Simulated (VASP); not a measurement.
# Zn7O8 (a cell with a defect) in VASP: relaxation of the atoms with PBEsol

Aim: the relaxation of the atoms of Zn7O8 (a cell with a defect) with PBEsol.

Everything below comes from runs of VASP 6.6.1. Logs are shortened: lines on timing, memory, paths and dates and some standing lists are left out, and cuts for length are marked.

**1. The cell of the first run**

The cell holds a defect, 15 atoms: a = 6.475 Å, b = 5.607 Å, c = 5.222 Å, α = 90.00°, β = 90.00°, γ = 90.00°.

**2. Relaxation of the atoms, PBEsol**

INCAR

```
SYSTEM = Zn7O8
PREC = Accurate ; ENCUT = 520
EDIFF = 1E-6 ; ISMEAR = -1
SIGMA = 0.05 ; LREAL = Auto
LASPH = .True. ; NELM = 80
ALGO = Normal ; ISIF = 2
LWAVE = .False. ; LCHARG = .False.
GGA = PS ; IBRION = 2
NSW = 80 ; EDIFFG = -0.03
```

KPOINTS

```
regular mesh
0
Gamma
  2 2 2
  0 0 0
```

POSCAR

```
Zn7O8
1.0
   -3.2373510000     -5.6072560000      0.0000000000
    4.8560270000     -2.8036280000      0.0000000000
    0.0000000000      0.0000000000      5.2220610000
Zn O
7 8
Direct
    0.5000000800      0.6666666500      0.5005917300
    0.5000000500      0.3333333300      0.0005917000
    0.2500000300      0.1666666700      0.5005917300
    0.2500000700      0.8333333000      0.0005917000
    0.0000000400      0.6666666400      0.5005917300
   -0.2500000000      0.1666666500     -0.4994083300
    0.7500001000      0.8333333100      0.0005917000
    0.5000000800      0.6666666500      0.8797183500
    0.5000000500      0.3333333300      0.3797183200
    0.2500000300      0.1666666700      0.8797183500
    0.2500000700      0.8333333000      0.3797183200
    0.0000000400      0.6666666400      0.8797183500
    0.0000000200      0.3333333100      0.3797183200
    0.7500000600      0.1666666900      0.8797183500
    0.7500001000      0.8333333100      0.3797183200
```

Potentials or basis: VASP PAW PBE potentials, release 64 (Zn, O).

Run with:

```sh
> cat potpaw_PBE.64/Zn/POTCAR potpaw_PBE.64/O/POTCAR > POTCAR
> mpirun -np 1 vasp_std > vasp.out
```

OUTCAR:

```text
SYSTEM = Zn7O8
   PREC = Accurate
   ENCUT = 520
   EDIFF = 1E-6
   ISMEAR = -1
   LREAL = Auto
   LASPH = .True.
   NELM = 80
   ISIF = 2
   GGA = PS
   IBRION = 2
   NSW = 80
   EDIFFG = -0.03

 ion  position               nearest neighbor table
   1  0.500  0.667  0.501-  15 1.97   9 1.97  11 1.97   8 1.98
   2  0.500  0.333  0.001-  10 1.97  14 1.97   8 1.97   9 1.98
   3  0.250  0.167  0.501-   9 1.97  13 1.97  11 1.97  10 1.98
   4  0.250  0.833  0.001-  12 1.97   8 1.97  10 1.97  11 1.98
   5  0.000  0.667  0.501-  15 1.97  11 1.97  13 1.97  12 1.98
   6  0.750  0.167  0.501-   9 1.97  13 1.97  15 1.97  14 1.98
   7  0.750  0.833  0.001-  12 1.97   8 1.97  14 1.97  15 1.98
   8  0.500  0.667  0.880-   7 1.97   2 1.97   4 1.97   1 1.98
   9  0.500  0.333  0.380-   6 1.97   3 1.97   1 1.97   2 1.98
  10  0.250  0.167  0.880-   2 1.97   4 1.97   3 1.98
  11  0.250  0.833  0.380-   5 1.97   1 1.97   3 1.97   4 1.98
  12  0.000  0.667  0.880-   7 1.97   4 1.97   5 1.98
  13  0.000  0.333  0.380-   6 1.97   3 1.97   5 1.97
  14  0.750  0.167  0.880-   2 1.97   7 1.97   6 1.98
  15  0.750  0.833  0.380-   5 1.97   1 1.97   6 1.97   7 1.98

  LATTYP: Found a simple orthorhombic cell.
 ALAT       =     5.2220610000
 B/A-ratio  =     1.0737631643
 C/A-ratio  =     1.2398747624

  Lattice vectors:

 A1 = (   0.0000000000,   0.0000000000,  -5.2220610000)
 A2 = (   4.8560270000,  -2.8036280000,   0.0000000000)
 A3 = (  -3.2373510000,  -5.6072560000,   0.0000000000)

Analysis of symmetry for initial positions (statically):
=====================================================================
 Subroutine PRICEL returns:
 Original cell was already a primitive cell.

 Routine SETGRP: Setting up the symmetry group for a
 simple orthorhombic supercell.

 Subroutine GETGRP returns: Found  2 space group operations
 (whereof  2 operations were pure point group operations)
 out of a pool of  8 trial point group operations.

The static configuration has the point symmetry C_1h.

Analysis of symmetry for dynamics (positions and initial velocities):
=====================================================================
 Subroutine PRICEL returns:
 Original cell was already a primitive cell.

 Routine SETGRP: Setting up the symmetry group for a
 simple orthorhombic supercell.

 Subroutine GETGRP returns: Found  2 space group operations
 (whereof  2 operations were pure point group operations)
 out of a pool of  8 trial point group operations.

[... 129 lines left out ...]
     AMIX_MAG =   1.60;   BMIX_MAG =  1.00
  volume/ion in A,a.u.               =      12.64        85.29
  Fermi-wavevector in a.u.,A,eV,Ry     =   1.450982  2.741959 28.645018  2.105349
  Thomas-Fermi vector in A             =   2.568532
   LORBIT       =      0    0 simple, 1 ext, 2 COOP (PROOUT), +10 PAW based schemes
   GGA     = PS    functional components
   LHFCALC =     F    Hartree Fock is set to
   AEXX    =    0.0000 exact exchange contribution
   IVDW    =     0    specifies the selected vdW correction
   LEPSILON=     F    determine dielectric tensor
   LRPA    =     F    only Hartree local field effects (RPA)
 conjugate gradient relaxation of ions
 non-spin polarized calculation
  energy-cutoff  :      520.00
  volume of cell :      189.59
 maximum number of plane-waves:      5140
   NGX = 25   NGY = 21   NGZ = 19

--------------------------------------- Ionic step        1  -------------------------------------------

 number of electron     132.0000081 magnetization

 Free energy of the ion-electron system (eV)
  ---------------------------------------------------
  ext. energy  EPLUGINS =         0.00000000
  ---------------------------------------------------
  free energy    TOTEN  =       -70.19554102 eV

  energy without entropy =      -70.12942627  energy(sigma->0) =      -70.16248365

------------------------ aborting loop because EDIFF is reached ----------------------------------------

  FORCE on cell =-STRESS in cart. coord.  units (eV):
  Direction    XX          YY          ZZ          XY          YZ          ZX
  --------------------------------------------------------------------------------------
  -------------------------------------------------------------------------------------
  Total       -5.6811695     -5.8976612     -4.8636616     -0.1874886     -0.0014434      0.0025000
  in kB      -48.0104950    -49.8400257    -41.1018895     -1.5844306     -0.0121981      0.0211272
  external PRESSURE =     -46.3174701 kB  Pullay stress =       0.0000000 kB
[... 128 lines left out ...]
  FREE ENERGIE OF THE ION-ELECTRON SYSTEM (eV)
  ---------------------------------------------------
  free  energy   TOTEN  =       -70.4933692236 eV

  energy  without entropy=      -70.4214031947  energy(sigma->0) =      -70.45738621

[... ionic steps 4 to 9 ...]

--------------------------------------- Ionic step       10  -------------------------------------------

 number of electron     132.0000020 magnetization

------------------------ aborting loop because EDIFF is reached ----------------------------------------
[... 93 lines left out ...]
--------------------------------------- Ionic step       12  -------------------------------------------

 number of electron     132.0000019 magnetization

 Free energy of the ion-electron system (eV)
  ---------------------------------------------------
  ext. energy  EPLUGINS =         0.00000000
  ---------------------------------------------------
  free energy    TOTEN  =       -70.60625524 eV

  energy without entropy =      -70.52682910  energy(sigma->0) =      -70.56654217

 E-fermi :   0.0847     XC(G=0): -10.6425

 val. band max:        0.0390846418   @ k =   0.5000   0.0000   0.0000
 cond. band min:       0.0932551570   @ k =   0.5000   0.5000   0.0000
 fundamental gap:      0.0541705152
 Fermi energy:         0.0846645546

 k-point     1 :       0.0000    0.0000    0.0000
  band No.  band energies     occupation
      1     -17.7012      2.00000
      2     -17.0784      2.00000
      3     -17.0627      2.00000
      4     -17.0207      2.00000
      5     -16.7858      2.00000
      6     -16.5980      2.00000
[... 637 lines left out ...]
     77       9.4411      0.00000
     78       9.6190      0.00000
 [bands above 78 left out]

------------------------ aborting loop because EDIFF is reached ----------------------------------------

  FORCE on cell =-STRESS in cart. coord.  units (eV):
  Direction    XX          YY          ZZ          XY          YZ          ZX
  --------------------------------------------------------------------------------------
  -------------------------------------------------------------------------------------
  Total       -1.1811344     -1.3727344     -0.6021599     -0.1659307     -0.0066948      0.0115953
  in kB       -9.9815446    -11.6007200     -5.0887405     -1.4022492     -0.0565762      0.0979896
  external PRESSURE =      -8.8903350 kB  Pullay stress =       0.0000000 kB
[... 30 lines left out ...]
  FREE ENERGIE OF THE ION-ELECTRON SYSTEM (eV)
  ---------------------------------------------------
  free  energy   TOTEN  =       -70.6062552409 eV

  energy  without entropy=      -70.5268290974  energy(sigma->0) =      -70.56654217

 reached required accuracy - stopping structural energy minimisation
```

OSZICAR:

```text
N       E                     dE             d eps       ncg     rms          rms(c)
DAV:   1     0.163526447365E+04    0.16353E+04   -0.61352E+04  1264   0.236E+03
DAV:   2     0.256546213093E+03   -0.13787E+04   -0.13093E+04  1264   0.614E+02
[... 126 lines left out ...]
DAV:   1    -0.706054869363E+02    0.38163E-03   -0.32555E-01  1264   0.235E+00    0.104E-01
DAV:   2    -0.706063291791E+02   -0.84224E-03   -0.86488E-03  1424   0.489E-01    0.105E-01
DAV:   3    -0.706062856738E+02    0.43505E-04   -0.41102E-04  1498   0.315E-01    0.616E-02
DAV:   4    -0.706062659304E+02    0.19743E-04   -0.65577E-05  1560   0.116E-01    0.455E-02
DAV:   5    -0.706062556125E+02    0.10318E-04   -0.50204E-05  1714   0.761E-02    0.186E-02
DAV:   6    -0.706062550944E+02    0.51818E-06   -0.28416E-05  1601   0.494E-02    0.713E-03
DAV:   7    -0.706062552409E+02   -0.14653E-06   -0.68951E-06  1417   0.277E-02
  12 F= -.70606255E+02 E0= -.70566542E+02  d E =-.386639E-03
```

CONTCAR:

```text
Zn7O8
   1.00000000000000
    -3.2373509999999999   -5.6072559999999996    0.0000000000000000
     4.8560270000000001   -2.8036279999999998    0.0000000000000000
     0.0000000000000000    0.0000000000000000    5.2220610000000001
  Zn              O
     7     8
Direct
     0.5000000799999995    0.6688986918296016    0.5029698769437577
[... 19 lines left out ...]
  0.00000000E+00  0.00000000E+00  0.00000000E+00
  0.00000000E+00  0.00000000E+00  0.00000000E+00
  0.00000000E+00  0.00000000E+00  0.00000000E+00
  0.00000000E+00  0.00000000E+00  0.00000000E+00
  0.00000000E+00  0.00000000E+00  0.00000000E+00
  0.00000000E+00  0.00000000E+00  0.00000000E+00
  0.00000000E+00  0.00000000E+00  0.00000000E+00
  0.00000000E+00  0.00000000E+00  0.00000000E+00
  0.00000000E+00  0.00000000E+00  0.00000000E+00
  0.00000000E+00  0.00000000E+00  0.00000000E+00
  0.00000000E+00  0.00000000E+00  0.00000000E+00
```

Run time: 21 min. Hardware: 1 thread of Oxide Virtual Turin-like, shared host; peak memory 0.29 GiB.

Results:

```
Free energy                  : -70.6063 eV
Energy gained by relaxing    : 27.4 meV/atom
Ionic steps                  : 12
Pressure after relaxing      : -0.9 GPa
Largest force after relaxing : 0.024 eV/Å
Band gap on the k mesh       : zero (bands 66 and 67 overlap by 0.41 eV)
```

Forces on the atoms (eV/Å):
```
Zn   0.005 -0.003 -0.015
Zn  -0.005  0.003  0.007
Zn  -0.009 -0.001  0.002
Zn  -0.001 -0.003 -0.005
Zn   0.007 -0.004 -0.015
Zn  -0.004  0.008  0.002
Zn   0.002  0.002 -0.005
O   -0.002  0.001  0.002
O   -0.004  0.003  0.013
O    0.005  0.006 -0.002
O   -0.010 -0.005  0.007
O    0.009 -0.005 -0.017
O    0.008 -0.005  0.023
O   -0.002 -0.007 -0.002
O   -0.001  0.011  0.007
```

Stress tensor (GPa, compression positive):
```
-1.00 -0.14  0.01
-0.14 -1.16 -0.01
 0.01 -0.01 -0.51
```

The path:
```tsv
step	energy change (eV)	largest force (eV/Å)	pressure (GPa)
1	0.0000	0.9630	-4.63
2	-0.2508	0.6316	-3.83
3	-0.2978	0.4111	-3.17
4	-0.3453	0.2713	-2.64
5	-0.3711	0.2983	-1.92
6	-0.3960	0.1775	-1.54
7	-0.4005	0.1762	-1.31
8	-0.4091	0.0810	-1.02
9	-0.4091	0.0813	-1.02
10	-0.4103	0.0418	-0.91
11	-0.4103	0.0424	-0.92
12	-0.4107	0.0244	-0.89
```

Final structure:
```cif
data_structure
_symmetry_space_group_name_H-M 'P 1'
_symmetry_Int_Tables_number 1
_cell_length_a 6.4747
_cell_length_b 5.6073
_cell_length_c 5.2221
_cell_angle_alpha 90.000
_cell_angle_beta 90.000
_cell_angle_gamma 90.000
_cell_volume 189.59
loop_
_atom_site_label
_atom_site_type_symbol
_atom_site_fract_x
_atom_site_fract_y
_atom_site_fract_z
_atom_site_occupancy
Zn1 Zn 0.50000 0.66890 0.50297 1
Zn2 Zn 0.50000 0.33259 0.00419 1
Zn3 Zn 0.24523 0.16947 0.50471 1
Zn4 Zn 0.24696 0.83448 0.99871 1
Zn5 Zn 0.00000 0.65955 0.50203 1
Zn6 Zn 0.75477 0.16947 0.50471 1
Zn7 Zn 0.75304 0.83448 0.99871 1
O1 O 0.50000 0.66234 0.88288 1
O2 O 0.50000 0.33436 0.37997 1
O3 O 0.27762 0.15047 0.86857 1
O4 O 0.25027 0.83334 0.37667 1
O5 O 0.00000 0.70133 0.86664 1
O6 O 0.00000 0.33210 0.40590 1
O7 O 0.72238 0.15047 0.86857 1
O8 O 0.74973 0.83334 0.37667 1
```

Caveat: the k points lie up to 0.60 Å⁻¹ apart; the PAW data sets were made with another functional, which shifts forces and pressure a little.

The gap in the log of VASP goes by the Fermi energy; the results here count the filled bands.